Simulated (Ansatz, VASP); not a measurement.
KF in VASP and in Ansatz

```
K F
1.0
     0.00000    2.67185    2.67185
     2.67185    0.00000    2.67185
     2.67185    2.67185    0.00000
K F
1 1
Direct
  0.00000 0.00000 0.00000
  0.50000 0.50000 0.50000
```

Alike in both runs: task single point; functional PBEsol; k mesh 8 × 8 × 8; occupations fermi-dirac, width 0.03 eV; no spin polarisation.

```csv
,VASP,Ansatz
version,VASP 6.6.1,Ansatz 0.2.0
potentials or method,"VASP PAW PBE potentials, release 64 (K_sv, F), cutoff 520 eV","all-electron LAPW, scalar-relativistic"
```

|  | VASP | Ansatz | Ansatz less VASP |
| --- | --- | --- | --- |
| gap on the k mesh at the Fermi level (eV) | 6.03 | 6.04 | +0.011 |
| pressure (GPa) | -0.6 | -0.7 | -0.04 |

VASP's potentials were made for PBE, not for PBEsol. Ansatz ran all-electron here, and VASP with PAW potentials.
